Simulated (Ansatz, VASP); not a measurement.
**One calculation of BaTe, two programs**

The input INCAR:

```
ALGO     = Normal         # electronic algorithm
EDIFF    = 1E-6           # SCF threshold, eV
EDIFFG   = -0.002         # ionic threshold
ENCUT    = 520            # plane-wave cutoff, eV
IBRION   = 2              # ionic algorithm
ISIF     = 2              # what is computed and relaxed
ISMEAR   = 0              # smearing method
LASPH    = T              # aspherical terms in the spheres
LCHARG   = F              # write CHGCAR
LREAL    = F              # projectors in reciprocal space
LWAVE    = F              # write WAVECAR
NELM     = 60             # most SCF steps
NSW      = 50             # ionic steps
PREC     = Accurate       # precision mode
SIGMA    = 0.01           # smearing width, eV
```

The input KPOINTS:

```
k-points
0
Gamma
  6 6 6
```

The input POSCAR:

```
BaTe
1.0
   -0.0171657243      3.4245620013      3.4245620013
    3.4245620013     -0.0171657243      3.4245620013
    3.4245620013      3.4245620013     -0.0171657243
Ba Te
1 1
Direct
    0.0000000000      0.0000000000      0.0000000000
    0.5000000000      0.5000000000      0.5000000000
```

Input for Ansatz:

```yaml
crystal:
  lattice:
    - [-0.01716572432, 3.42456200128, 3.42456200128]
    - [3.42456200128, -0.01716572432, 3.42456200128]
    - [3.42456200128, 3.42456200128, -0.01716572432]
  atoms:
    - { symbol: Ba, position: [0.0, 0.0, 0.0] }
    - { symbol: Te, position: [0.5, 0.5, 0.5] }
kpoints:
  mp_grid: { grid: [6, 6, 6] }
scf:
  occupations: { method: fixed }
  convergence: { dr2_threshold: 1.0e-10 }
hamiltonian:
  xc: lda
  pseudopotentials: { kind: all_electron, lapw: { basis_error: 0.0005 } }
output:
  forces: true
  stress: true
  eigenstates:
    kpoints:
      - [0.0, 0.0, 0.0]
      - [0.0, -0.5, -0.5]
      - [-0.5, 0.0, -0.5]
      - [-0.5, -0.5, 0.0]
      - [-0.5, 0.0, 0.0]
      - [0.0, -0.5, 0.0]
      - [0.0, 0.0, -0.5]
      - [-0.5, -0.5, -0.5]
relax:
  f_tol: 0.002
  max_steps: 30
```

Change from the starting cell: equal xy, yz and zx engineering shears of -0.5 %.

Alike in both runs: task relaxation of the atoms; functional LDA; k mesh 6 × 6 × 6; no spin polarisation.

|  | VASP | Ansatz |
| --- | --- | --- |
| version | VASP 6.6.1 | Ansatz 0.2.0 |
| potentials or method | VASP PAW LDA potentials, release 64 (Ba_sv, Te), cutoff 520 eV | all-electron LAPW, scalar-relativistic |
| occupations | gaussian, width 0.01 eV | fixed |

Ansatz gave:

```
gap on the k mesh at the Fermi level, each at its own relaxed structure (eV) : 1.34
```

**Question.** Estimate VASP's values.

**Answer.** gap on the k mesh at the Fermi level, each at its own relaxed structure (eV): 1.24.

LDA's correlation is that of Perdew and Zunger in VASP and of Perdew and Wang (1992) in Ansatz. Ansatz ran all-electron here, and VASP with PAW potentials.

Spin-orbit coupling is off throughout. Noted on VASP's run: the relaxation stopped at its first step, so nothing moved.
